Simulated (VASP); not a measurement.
# AlNi3 (Pm-3m) in VASP: a series of runs

The runs below take AlNi3 through single point, with PBE.

Program: VASP 6.6.1. These are calculated values, not measurements. Logs are shortened: lines on timing, memory, paths and dates and some standing lists are left out, and cuts for length are marked.

## 1. The cell of the first run

Symmetry: Pm-3m, No. 221, cubic system. Conventional cell: a = 3.523 Å, b = 3.523 Å, c = 3.523 Å, α = 90.00°, β = 90.00°, γ = 90.00°. Al (site symmetry m-3m) has 12 Ni at 2.49 Å within 3.3 Å. Within 3.3 Å of Ni (site symmetry 4/mmm) lie 4 Al at 2.49 Å and 8 Ni at 2.49 Å.

## 2. Single point, PBE, collinear spin, ferromagnetic start

Contents of INCAR:

```
SYSTEM = AlNi3
  ALGO = Normal
  EDIFF = 1E-7
  ENCUT = 520
  GGA = PE
  ISIF = 2
  ISMEAR = -1
  ISPIN = 2
  LASPH = .True.
  LCHARG = .False.
  LMAXMIX = 4
  LORBIT = 11
  LREAL = .False.
  LWAVE = .False.
  MAGMOM = 0 0.147 0.147 0.146
  NBANDS = 28
  NELM = 150
  NUPDOWN = 0.44
  PREC = Accurate
  SIGMA = 0.03
```

Contents of KPOINTS:

```
k-points
0
Gamma
  10 10 10
  0 0 0
```

Contents of POSCAR:

```
AlNi3
1.0
    3.5230547267      0.0000000000      0.0000000000
    0.0000000000      3.5230547267      0.0000000000
    0.0000000000      0.0000000000      3.5230547267
Al Ni
1 3
Direct
    0.0000000000      0.0000000000      0.0000000000
    0.0000000000      0.5000000000      0.5000000000
    0.5000000000      0.0000000000      0.5000000000
    0.5000000000      0.5000000000      0.0000000000
```

Potentials or basis: VASP PAW PBE potentials, release 64 (Al, Ni).

Started as:

```
$ cat potpaw_PBE.64/Al/POTCAR potpaw_PBE.64/Ni/POTCAR > POTCAR
$ mpirun -np 1 vasp_std > vasp.out
```

OUTCAR:

```text
SYSTEM = AlNi3
   EDIFF = 1E-7
   ENCUT = 520
   GGA = PE
   ISIF = 2
   ISMEAR = -1
   ISPIN = 2
   LASPH = .True.
   LORBIT = 11
   LREAL = .False.
   NELM = 150
   NUPDOWN = 0.44
   PREC = Accurate

 ion  position               nearest neighbor table
   1  0.000  0.000  0.000-   2 2.49   3 2.49   4 2.49   2 2.49   3 2.49   2 2.49   4 2.49   2 2.49
                             3 2.49   4 2.49   3 2.49   4 2.49
   2  0.000  0.500  0.500-   1 2.49   3 2.49   4 2.49   1 2.49   4 2.49   1 2.49   3 2.49   1 2.49
                             3 2.49   4 2.49   4 2.49   3 2.49
   3  0.500  0.000  0.500-   1 2.49   2 2.49   4 2.49   1 2.49   4 2.49   2 2.49   4 2.49   4 2.49
                             1 2.49   2 2.49   1 2.49   2 2.49
   4  0.500  0.500  0.000-   1 2.49   2 2.49   3 2.49   2 2.49   3 2.49   1 2.49   3 2.49   3 2.49
                             1 2.49   2 2.49   2 2.49   1 2.49

  LATTYP: Found a simple cubic cell.
 ALAT       =     3.5230547267

  Lattice vectors:

 A1 = (   3.5230547267,   0.0000000000,   0.0000000000)
 A2 = (   0.0000000000,   3.5230547267,   0.0000000000)
 A3 = (   0.0000000000,   0.0000000000,   3.5230547267)

Analysis of symmetry for initial positions (statically):
=====================================================================
 Subroutine PRICEL returns:
 Original cell was already a primitive cell.

 Routine SETGRP: Setting up the symmetry group for a
 simple cubic supercell.

 Subroutine GETGRP returns: Found 48 space group operations
 (whereof 48 operations were pure point group operations)
 out of a pool of 48 trial point group operations.

The static configuration has the point symmetry O_h .

Analysis of symmetry for dynamics (positions and initial velocities):
=====================================================================
 Subroutine PRICEL returns:
 Original cell was already a primitive cell.

 Routine SETGRP: Setting up the symmetry group for a
 simple cubic supercell.

 Subroutine GETGRP returns: Found 48 space group operations
 (whereof 48 operations were pure point group operations)
 out of a pool of 48 trial point group operations.

The dynamic configuration has the point symmetry O_h .

Analysis of structural, dynamic, and magnetic symmetry:
=====================================================================
 Subroutine PRICEL returns:
 Original cell was already a primitive cell.

 Routine SETGRP: Setting up the symmetry group for a
 simple cubic supercell.

[... 130 lines left out ...]
  Fermi-wavevector in a.u.,A,eV,Ry     =   1.490482  2.816603 30.225843  2.221537
  Thomas-Fermi vector in A             =   2.603258
   LORBIT       =     11    0 simple, 1 ext, 2 COOP (PROOUT), +10 PAW based schemes
   GGA     = PE    functional components
   LHFCALC =     F    Hartree Fock is set to
   AEXX    =    0.0000 exact exchange contribution
   IVDW    =     0    specifies the selected vdW correction
   LEPSILON=     F    determine dielectric tensor
   LRPA    =     F    only Hartree local field effects (RPA)
 spin polarized calculation
  energy-cutoff  :      520.00
  volume of cell :       43.73
 maximum number of plane-waves:      1208
 NGX is ok and might be reduce to    28
   NGX = 13   NGY = 13   NGZ = 13

 number of electron      32.9999980 magnetization       0.4400000

 Free energy of the ion-electron system (eV)
  ---------------------------------------------------
  ext. energy  EPLUGINS =         0.00000000
  ---------------------------------------------------
  free energy    TOTEN  =       -21.85723147 eV

  energy without entropy =      -21.84101747  energy(sigma->0) =      -21.84912447

 E-fermi :   9.9206     XC(G=0): -12.8540

 val. band max:        9.9170587565   @ k =   0.3000   0.2000   0.0000
 cond. band min:       9.8636480419   @ k =   0.3000   0.3000   0.1000
 fundamental gap:     -0.0534107146
 Fermi energy:         9.8629917361

 spin component 1

 k-point     1 :       0.0000    0.0000    0.0000
  band No.  band energies     occupation
      1      -0.2385      1.00000
      2       5.4733      1.00000
      3       6.1697      1.00000
      4       6.1697      1.00000
      5       6.5575      1.00000
      6       6.5575      1.00000
[... 733 lines left out ...]
     27      25.4457      0.00000
     28      26.2351      0.00000

 [... further k-points ...]

 spin component 2

 k-point     1 :       0.0000    0.0000    0.0000
  band No.  band energies     occupation
      1      -0.2627      1.00000
      2       5.5172      1.00000
      3       6.2659      1.00000
      4       6.2659      1.00000
      5       6.7386      1.00000
      6       6.7386      1.00000
[... 733 lines left out ...]
     27      25.4365      0.00000
     28      26.2477      0.00000

 [... further k-points ...]
[... 5 lines left out ...]
  --------------------------------------------------------------------------------------
  -------------------------------------------------------------------------------------
  Total        1.9430710      1.9430710      1.9430678      0.0000000     -0.0000000      0.0000000
  in kB       71.1936204     71.1936204     71.1935026      0.0000000     -0.0000000      0.0000000
  external PRESSURE =      71.1935811 kB  Pullay stress =       0.0000000 kB

 VOLUME and BASIS-vectors are now :
 -----------------------------------------------------------------------------
  energy-cutoff  :      520.00
  volume of cell :       43.73
      direct lattice vectors                 reciprocal lattice vectors
     3.523054727  0.000000000  0.000000000     0.283844583  0.000000000  0.000000000
     0.000000000  3.523054727  0.000000000     0.000000000  0.283844583  0.000000000
     0.000000000  0.000000000  3.523054727     0.000000000  0.000000000  0.283844583

 POSITION                                       TOTAL-FORCE (eV/Angst)
 -----------------------------------------------------------------------------------
      0.00000      0.00000      0.00000         0.000000      0.000000      0.000000
      0.00000      1.76153      1.76153         0.000000      0.000000      0.000000
      1.76153      0.00000      1.76153         0.000000      0.000000      0.000000
      1.76153      1.76153      0.00000         0.000000      0.000000      0.000000
 -----------------------------------------------------------------------------------
    total drift:                                0.000000      0.000000      0.000000

  FREE ENERGIE OF THE ION-ELECTRON SYSTEM (eV)
  ---------------------------------------------------
  free  energy   TOTEN  =       -21.8572314735 eV

  energy  without entropy=      -21.8410174676  energy(sigma->0) =      -21.84912447

 total charge

# of ion       s       p       d       tot
------------------------------------------
    1        0.412   0.405   0.000   0.817
    2        0.507   0.545   8.396   9.448
    3        0.507   0.545   8.396   9.448
    4        0.507   0.545   8.396   9.448
--------------------------------------------------
tot          1.932   2.041  25.189  29.163

 magnetization (x)

# of ion       s       p       d       tot
------------------------------------------
    1       -0.001  -0.006   0.000  -0.007
    2       -0.002  -0.008   0.169   0.159
    3       -0.002  -0.008   0.169   0.159
    4       -0.002  -0.008   0.169   0.159
--------------------------------------------------
tot         -0.008  -0.030   0.508   0.470
```

OSZICAR:

```text
N       E                     dE             d eps       ncg     rms          rms(c)
DAV:   1     0.197248419786E+03    0.19725E+03   -0.13637E+04 14424   0.151E+03
DAV:   2    -0.134168156175E+02   -0.21067E+03   -0.19501E+03 14164   0.296E+02
DAV:   3    -0.259046599896E+02   -0.12488E+02   -0.11639E+02 15656   0.897E+01
DAV:   4    -0.261315335326E+02   -0.22687E+00   -0.22648E+00 16208   0.116E+01
DAV:   5    -0.261397914803E+02   -0.82579E-02   -0.82572E-02 16504   0.197E+00    0.199E+01
DAV:   6    -0.267682850946E+02   -0.62849E+00   -0.30700E+01 16420   0.101E+02    0.204E+01
DAV:   7    -0.219235379434E+02    0.48447E+01   -0.11531E+01 16880   0.547E+01    0.264E+00
DAV:   8    -0.218809617766E+02    0.42576E-01   -0.19726E-01 15924   0.333E+00    0.139E+00
DAV:   9    -0.218580433697E+02    0.22918E-01   -0.16799E-02 19576   0.187E+00    0.386E-01
DAV:  10    -0.218576966406E+02    0.34673E-03   -0.21027E-03 19600   0.106E+00    0.245E-01
DAV:  11    -0.218573438275E+02    0.35281E-03   -0.76001E-04 17204   0.989E-01    0.119E-01
DAV:  12    -0.218572332190E+02    0.11061E-03   -0.14434E-04 20148   0.250E-01    0.602E-02
DAV:  13    -0.218572324726E+02    0.74638E-06   -0.25617E-05 17140   0.608E-02    0.292E-02
DAV:  14    -0.218572332408E+02   -0.76816E-06   -0.25997E-06 17680   0.195E-02    0.136E-02
DAV:  15    -0.218572319289E+02    0.13118E-05   -0.44403E-07 16900   0.111E-02    0.420E-03
DAV:  16    -0.218572314601E+02    0.46882E-06   -0.21395E-07 14824   0.651E-03    0.160E-03
DAV:  17    -0.218572314735E+02   -0.13444E-07   -0.46567E-08  7740   0.285E-03
   1 F= -.21857231E+02 E0= -.21849124E+02  d E =-.162140E-01  mag=     0.4400
```

Run time: 9.3 min. Hardware: 1 thread of Oxide Virtual Turin-like, shared host; peak memory 0.29 GiB.

Results:

```
Free energy                                           : -21.8572 eV
Pressure                                              : 7.1 GPa
Net moment                                            : 0.44 μB per cell
Site moments                                          : Al -0.01; Ni +0.16 μB
Valence electrons inside the program's atomic spheres : Al 0.82; Ni 9.45
```

Caveat: the total moment is fixed, so each spin has its own Fermi level.

## 3. Single point, PBE, collinear spin, ferromagnetic start

Contents of INCAR:

```
  PREC = Accurate
  ENCUT = 520
  EDIFF = 1E-6
  ISMEAR = -1
  SIGMA = 0.03
  LREAL = False
  LASPH = True
  NELM = 150
  ALGO = Normal
  ISIF = 2
  LWAVE = False
  LCHARG = True
  ISPIN = 2
  MAGMOM = 0 0.147 0.147 0.146
  LORBIT = 11
  NUPDOWN = 0.44
  LMAXMIX = 4
  GGA = PE
  LELF = True
  LVHAR = True
  NBANDS = 28
```

Contents of KPOINTS:

```
Automatic mesh
0
Gamma
  10 10 10
```

POSCAR is that of step 2.

Potentials or basis: VASP PAW PBE potentials, release 64 (Al, Ni).

Started as:

```
$ cat potpaw_PBE.64/Al/POTCAR potpaw_PBE.64/Ni/POTCAR > POTCAR
$ mpirun -np 1 vasp_std > vasp.out
```

It took 7 min on 1 thread of Oxide Virtual Turin-like, shared host; peak memory 0.29 GiB.

It converged, with:

```
Free energy                                           : -21.8572 eV
Pressure                                              : 7.2 GPa
Net moment                                            : 0.44 μB per cell
Site moments                                          : Al -0.01; Ni +0.16 μB
Valence electrons inside the program's atomic spheres : Al 0.82; Ni 9.45
```

Caveat: the total moment is fixed, so each spin has its own Fermi level.
